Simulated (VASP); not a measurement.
A run of VASP 6.6.1 is set up as follows.

Contents of INCAR:

```
PREC = Accurate
ENCUT = 520
EDIFF = 1E-6
ISMEAR = 0
SIGMA = 0.1
LREAL = F
LASPH = T
NELM = 80
ALGO = Normal
ISIF = 2
LWAVE = F
LCHARG = F
GGA = PE
NBANDS = 14
```

The input KPOINTS:

```
regular mesh
0
Gamma
  8 8 8
```

POSCAR

```
Rh
1.0
    0.0000000000      1.9029860900      1.9029860900
    1.9029860900      0.0000000000      1.9029860900
    1.9029860900      1.9029860900      0.0000000000
Rh
1
Direct
    0.0000000000      0.0000000000      0.0000000000
```

Potentials or basis: VASP PAW PBE potentials, release 64 (Rh_pv).

The run is started by

```console
$ cat potpaw_PBE.64/Rh_pv/POTCAR > POTCAR
$ mpirun -np 1 vasp_std > vasp.out
```

Q: Predict the pressure.

A: 6.0 GPa.
